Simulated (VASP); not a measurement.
# Si (Im-3m) in VASP: notebook

Si is run at these levels: PBEsol; tasks: single point, relaxation of cell and atoms.

All numbers are computed with VASP 6.6.1; they aren't measurements. Logs are shortened: lines on timing, memory, paths and dates and some standing lists are left out, and cuts for length are marked.

## 1. The cell of the first run

It takes space group Im-3m (No. 229, cubic). The conventional cell has a = 3.054 Å, b = 3.054 Å, c = 3.054 Å, α = 90.00°, β = 90.00°, γ = 90.00°. Within 3.5 Å of Si (site symmetry m-3m) lie 14 Si at 2.64 to 3.05 Å.

## 2. Single point, PBEsol

INCAR

```
SYSTEM = Si
PREC = Accurate ; ENCUT = 520
EDIFF = 1E-6 ; ISMEAR = 0
SIGMA = 0.1 ; LREAL = .False.
LASPH = .True. ; NELM = 80
ALGO = Normal ; ISIF = 2
LWAVE = .False. ; LCHARG = .False.
GGA = PS ; NBANDS = 8
```

KPOINTS

```
regular mesh
0
Gamma
  20 20 20
  0 0 0
```

POSCAR

```
Si
1.0
   -1.5270618250      1.5270618250      1.5270618250
    1.5270618250     -1.5270618250      1.5270618250
    1.5270618250      1.5270618250     -1.5270618250
Si
1
Direct
    0.0000000000      0.0000000000      0.0000000000
```

Potentials or basis: VASP PAW PBE potentials, release 64 (Si).

Launch:

```
$ cat potpaw_PBE.64/Si/POTCAR > POTCAR
$ mpirun -np 1 vasp_std > vasp.out
```

OUTCAR:

```text
SYSTEM = Si
   PREC = Accurate
   ENCUT = 520
   EDIFF = 1E-6
   ISMEAR = 0
   LREAL = .False.
   LASPH = .True.
   NELM = 80
   ISIF = 2
   GGA = PS

 ion  position               nearest neighbor table
   1  0.000  0.000  0.000-

  LATTYP: Found a body centered cubic cell.
 ALAT       =     3.0541236500

  Lattice vectors:

 A1 = (  -1.5270618250,   1.5270618250,   1.5270618250)
 A2 = (   1.5270618250,  -1.5270618250,   1.5270618250)
 A3 = (   1.5270618250,   1.5270618250,  -1.5270618250)

Analysis of symmetry for initial positions (statically):
=====================================================================
 Subroutine PRICEL returns:
 Original cell was already a primitive cell.

 Routine SETGRP: Setting up the symmetry group for a
 body centered cubic supercell.

 Subroutine GETGRP returns: Found 48 space group operations
 (whereof 48 operations were pure point group operations)
 out of a pool of 48 trial point group operations.

The static configuration has the point symmetry O_h .

Analysis of symmetry for dynamics (positions and initial velocities):
=====================================================================
 Subroutine PRICEL returns:
 Original cell was already a primitive cell.

 Routine SETGRP: Setting up the symmetry group for a
 body centered cubic supercell.

 Subroutine GETGRP returns: Found 48 space group operations
 (whereof 48 operations were pure point group operations)
 out of a pool of 48 trial point group operations.

The dynamic configuration has the point symmetry O_h .

 Subroutine INISYM returns: Found 48 space group operations
 (whereof 48 operations are pure point group operations),
 and found     1 'primitive' translations

----------------------------------------------------------------------------------------

                                     Primitive cell

  volume of cell :      14.2439

  direct lattice vectors                    reciprocal lattice vectors
    -1.527061825  1.527061825  1.527061825     0.000000000  0.327426167  0.327426167
     1.527061825 -1.527061825  1.527061825     0.327426167  0.000000000  0.327426167
     1.527061825  1.527061825 -1.527061825     0.327426167  0.327426167  0.000000000

  length of vectors
     2.644948667  2.644948667  2.644948667     0.463050526  0.463050526  0.463050526

  position of ions in fractional coordinates (direct lattice)
[... 71 lines left out ...]
   ISPIN  =      1    spin polarized calculation?
   LNONCOLLINEAR =      F non collinear calculations
   LSORBIT =      F    spin-orbit coupling
   LASPH  =      T    aspherical Exc in radial PAW
   ENCUT  =  520.0 eV  38.22 Ry    6.18 a.u.   4.92  4.92  4.92*2*pi/ulx,y,z
   NELM   =     80;   NELMIN=  2; NELMDL= -5     # of ELM steps
   EDIFF  = 0.1E-05   stopping-criterion for ELM
   LREAL  =      F    real-space projection
   EDIFFG = 0.1E-04   stopping-criterion for IOM
   NSW    =      0    number of steps for IOM
   IBRION =     -1    ionic relax: 0-MD 1-quasi-New 2-CG
   NFREE  =      0    steps in history (QN), initial steepest desc. (CG)
   ISIF   =      2    stress and relaxation
   ISYM   =      2    0-nonsym 1-usesym 2-fastsym
   POTIM  = 0.5000    time-step for ionic-motion
   TEBEG  =    0.0;   TEEND  =   0.0 temperature during run
   PSTRESS=    0.0 pullay stress
   NELECT =       4.0000    total number of electrons
   NUPDOWN=      -1.0000    fix difference up-down
   EMIN   =  10.00;   EMAX   =-10.00  energy-range for DOS
   EFERMI =   0.00;   METHOD = LEGACY
   ISMEAR =     0;   SIGMA  =   0.10  broadening in eV -4-tet -1-fermi 0-gaus
   EFERMI_NEDOS =   21; number of points for ismear=-14 and -15
   IALGO  =     38    algorithm
   IMIX   =      4    mixing-type and parameters
     AMIX     =   0.40;   BMIX     =  1.00
     AMIX_MAG =   1.60;   BMIX_MAG =  1.00
  volume/ion in A,a.u.               =      14.24        96.12
  Fermi-wavevector in a.u.,A,eV,Ry     =   1.072058  2.025896 15.637284  1.149308
  Thomas-Fermi vector in A             =   2.207817
   LORBIT       =      0    0 simple, 1 ext, 2 COOP (PROOUT), +10 PAW based schemes
   GGA     = PS    functional components
   LHFCALC =     F    Hartree Fock is set to
   AEXX    =    0.0000 exact exchange contribution
   IVDW    =     0    specifies the selected vdW correction
   LEPSILON=     F    determine dielectric tensor
   LRPA    =     F    only Hartree local field effects (RPA)
 non-spin polarized calculation
 Gauss-broadening in eV      SIGMA  =   0.10
  energy-cutoff  :      520.00
  volume of cell :       14.24
 maximum number of plane-waves:       398
   NGX =  9   NGY =  9   NGZ =  9

 number of electron       4.0000000 magnetization

 Free energy of the ion-electron system (eV)
  ---------------------------------------------------
  ext. energy  EPLUGINS =         0.00000000
  ---------------------------------------------------
  free energy    TOTEN  =        -5.35587229 eV

  energy without entropy =       -5.35383806  energy(sigma->0) =       -5.35485518

 E-fermi :  10.2232     XC(G=0): -11.3100

 val. band max:       10.2156406152   @ k =  -0.2500   0.4000   0.0500
 cond. band min:      10.2291259946   @ k =   0.3500   0.2000   0.0000
 fundamental gap:      0.0134853794
 Fermi energy:        10.2232326677

 k-point     1 :       0.0000    0.0000    0.0000
  band No.  band energies     occupation
      1      -4.2584      2.00000
      2      21.9307      0.00000
      3      21.9307      0.00000
      4      21.9307      0.00000
      5      22.8718      0.00000
      6      22.8718      0.00000
      7      22.8718      0.00000
      8      26.5814      0.00000
[... 243 lines left out ...]
 k-point    24 :       0.2500    0.1000    0.0000
  band No.  band energies     occupation
      1      -1.2401      2.00000
      2      10.6646      0.00000
      3      14.7500      0.00000
      4      17.5120      0.00000
      5      21.2139      0.00000
      6      23.1960      0.00000
      7      26.2371      0.00000
      8      29.7354      0.00000

 [... further k-points ...]
[... 5 lines left out ...]
  --------------------------------------------------------------------------------------
  -------------------------------------------------------------------------------------
  Total        0.0160841      0.0160841      0.0160841     -0.0000000      0.0000000      0.0000000
  in kB        1.8091629      1.8091629      1.8091629     -0.0000000      0.0000000      0.0000000
  external PRESSURE =       1.8091629 kB  Pullay stress =       0.0000000 kB

 VOLUME and BASIS-vectors are now :
 -----------------------------------------------------------------------------
  energy-cutoff  :      520.00
  volume of cell :       14.24
      direct lattice vectors                 reciprocal lattice vectors
    -1.527061825  1.527061825  1.527061825     0.000000000  0.327426167  0.327426167
     1.527061825 -1.527061825  1.527061825     0.327426167  0.000000000  0.327426167
     1.527061825  1.527061825 -1.527061825     0.327426167  0.327426167  0.000000000

 POSITION                                       TOTAL-FORCE (eV/Angst)
 -----------------------------------------------------------------------------------
      0.00000      0.00000      0.00000        -0.000000      0.000000     -0.000000
 -----------------------------------------------------------------------------------
    total drift:                                0.000000      0.000000     -0.000000

  FREE ENERGIE OF THE ION-ELECTRON SYSTEM (eV)
  ---------------------------------------------------
  free  energy   TOTEN  =        -5.3558722922 eV

  energy  without entropy=       -5.3538380608  energy(sigma->0) =       -5.35485518
```

OSZICAR:

```text
N       E                     dE             d eps       ncg     rms          rms(c)
DAV:   1    -0.310187664975E+01   -0.31019E+01   -0.17686E+03  4408   0.379E+02
DAV:   2    -0.536642471894E+01   -0.22645E+01   -0.21540E+01  6224   0.290E+01
DAV:   3    -0.537821319222E+01   -0.11788E-01   -0.11779E-01  4584   0.217E+00
DAV:   4    -0.537822387573E+01   -0.10684E-04   -0.10684E-04  6576   0.715E-02
DAV:   5    -0.537822387765E+01   -0.19107E-08   -0.19434E-08  4632   0.642E-04    0.282E+00
DAV:   6    -0.536383532092E+01    0.14389E-01   -0.46814E-03  4368   0.291E-01    0.155E+00
DAV:   7    -0.535590563960E+01    0.79297E-02   -0.89015E-03  4512   0.401E-01    0.129E-01
DAV:   8    -0.535587196884E+01    0.33671E-04   -0.28773E-05  5784   0.421E-02    0.153E-02
DAV:   9    -0.535587229222E+01   -0.32338E-06   -0.23045E-07  5136   0.284E-03
   1 F= -.53558723E+01 E0= -.53548552E+01  d E =-.203423E-02
```

stdout:

```text
POSCAR found type information on POSCAR Si
 POSCAR found :  1 types and       1 ions
 scaLAPACK will be used
 -----------------------------------------------------------------------------
|                                                                             |
|                                                                             |
|     You enforced a specific xc type in the INCAR file but a different       |
|     I HOPE YOU KNOW WHAT YOU ARE DOING!                                     |
|                                                                             |
 -----------------------------------------------------------------------------

 LDA part: xc-table for (Slater+PW92), standard interpolation
 POSCAR, INCAR and KPOINTS ok, starting setup
 FFT: planning ... GRIDC
 FFT: planning ... GRID_SOFT
 FFT: planning ... GRID
 WAVECAR not read
 entering main loop
```

Run time: 13 s. Hardware: 1 thread of Intel Xeon Platinum 8259CL at 2.50GHz (Skylake/Cascade Lake), shared host; peak memory 0.13 GiB.

What came out:

- Free energy: -5.3559 eV
- Pressure: 0.2 GPa
- Band gap on the k mesh: zero (band 2 reaches 21.93 eV, above the bottom of band 3 at 6.04 eV)

Levels at points of the mesh, in eV from the Fermi level:
| k point | band 1 | band 2 | band 3 | band 4 | band 5 | band 6 |
| --- | --- | --- | --- | --- | --- | --- |
| (0.00, 0.00, 0.00) | -14.48 | 11.71 | 11.71 | 11.71 | 12.65 | 12.65 |
| (0.50, 0.00, 0.00) | -6.97 | -6.68 | 5.62 | 7.61 | 8.25 | 10.01 |
| (0.50, 0.50, 0.50) | -0.52 | -0.52 | -0.52 | 1.41 | 2.23 | 2.23 |

Caveat: the PAW data sets were made with another functional, which shifts forces and pressure a little.

## 3. Relaxation of cell and atoms, PBEsol

INCAR

```
SYSTEM = Si
PREC = Accurate ; ENCUT = 600
EDIFF = 1E-6 ; ISMEAR = 0
SIGMA = 0.1 ; LREAL = .False.
LASPH = .True. ; NELM = 80
ALGO = Normal ; ISIF = 3
LWAVE = .False. ; LCHARG = .False.
GGA = PS ; IBRION = 2
NSW = 80 ; EDIFFG = -0.01
```

KPOINTS is that of step 2.

POSCAR

```
Si
1.0
   -1.5266162065      1.5266162065      1.5266162065
    1.5266162065     -1.5266162065      1.5266162065
    1.5266162065      1.5266162065     -1.5266162065
Si
1
Direct
    0.0000000000      0.0000000000      0.0000000000
```

Potentials or basis: VASP PAW PBE potentials, release 64 (Si).

Launch:

```
$ cat potpaw_PBE.64/Si/POTCAR > POTCAR
$ mpirun -np 1 vasp_std > vasp.out
```

Run time: 14 s. Hardware: 1 thread of Intel Xeon Platinum 8259CL at 2.50GHz (Skylake/Cascade Lake), shared host; peak memory 0.15 GiB.

Results (log left out):

```
Free energy                            : -5.3559 eV
Relaxed volume                         : 14.28 Å³/atom
Relaxed cell                           : a = 2.647 Å, b = 2.647 Å, c = 2.647 Å, α = 109.47°, β = 109.47°, γ = 109.47°
Space group after relaxing (to 0.05 Å) : Im-3m (No. 229)
Energy gained by relaxing              : 0.0 meV/atom
Ionic steps                            : 2
Pressure after relaxing                : -0.1 GPa
Band gap on the k mesh                 : zero (band 2 reaches 21.86 eV, above the bottom of band 3 at 6.01 eV)
```

Final structure:
```
CELL_PARAMETERS angstrom
-1.52842 1.52842 1.52842
1.52842 -1.52842 1.52842
1.52842 1.52842 -1.52842
ATOMIC_POSITIONS crystal
Si 0.00000 0.00000 0.00000
```

Levels at points of the mesh, in eV from the Fermi level:
```
           k point  band 1  band 2  band 3  band 4  band 5
(0.00, 0.00, 0.00)  -14.46   11.67   11.67   11.67   12.64
(0.50, 0.00, 0.00)   -6.96   -6.67    5.60    7.61    8.23
(0.50, 0.50, 0.50)   -0.52   -0.52   -0.52    1.38    2.24
```

Caveat: the PAW data sets were made with another functional, which shifts forces and pressure a little. Zero-point motion and thermal expansion aren't in these numbers.
